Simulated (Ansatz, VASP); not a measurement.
# One calculation of Zn2O5, two programs

```
CELL_PARAMETERS angstrom
3.39231 0.00000 0.00000
-1.69615 2.93783 0.00000
0.00000 0.00000 22.79492
ATOMIC_POSITIONS crystal
Zn 0.66667 0.33333 0.84652
Zn 0.33333 0.66667 0.15348
Zn 0.66667 0.33333 0.05246
Zn 0.33333 0.66667 0.94754
O 0.00000 0.00000 0.47328
O 0.00000 0.00000 0.52672
O 0.66667 0.33333 0.69662
O 0.66667 0.33333 0.64316
O 0.33333 0.66667 0.84423
O 0.33333 0.66667 0.30338
O 0.33333 0.66667 0.35684
O 0.66667 0.33333 0.15577
O 0.33333 0.66667 0.05172
O 0.66667 0.33333 0.94828
```

Alike in both runs: functional PBE; k mesh 6 × 6 × 1; occupations gaussian, width 0.1 eV; collinear spin.

Ansatz relaxed the structure, and its values are those at the end. VASP's run is a single point on that final structure, the one shown.

|  | VASP | Ansatz |
| --- | --- | --- |
| version | VASP 6.6.1 | Ansatz 0.2.0 |
| potentials or method | VASP PAW PBE potentials, release 64 (Zn, O), cutoff 600 eV | scalar-relativistic, plane waves, PAW |
| valence electrons in the cell | 108 | 108 |

```tsv
	VASP	Ansatz	Ansatz less VASP
gap on the k mesh at the Fermi level (eV)	0.28	0.36	+0.079
least direct gap on the mesh (eV)	0.71	0.79	+0.081
pressure (GPa)	1.3	0.1	-1.15
rms of the force components (eV/Å)	0.427	0.004	-0.4237
net moment per atom (μB)	0.43	0.14	-0.286
size of the moment on the site where the two differ most (μB)	0.81	0.56	-0.254
```

The net moments are unlike, so the other rows may belong to different states. Site moments also hang on the region over which each program counts them. Ansatz's warnings: seeded moment not kept.

Noted on VASP's run: the standard files for N, O and F lose accuracy on very short bonds.
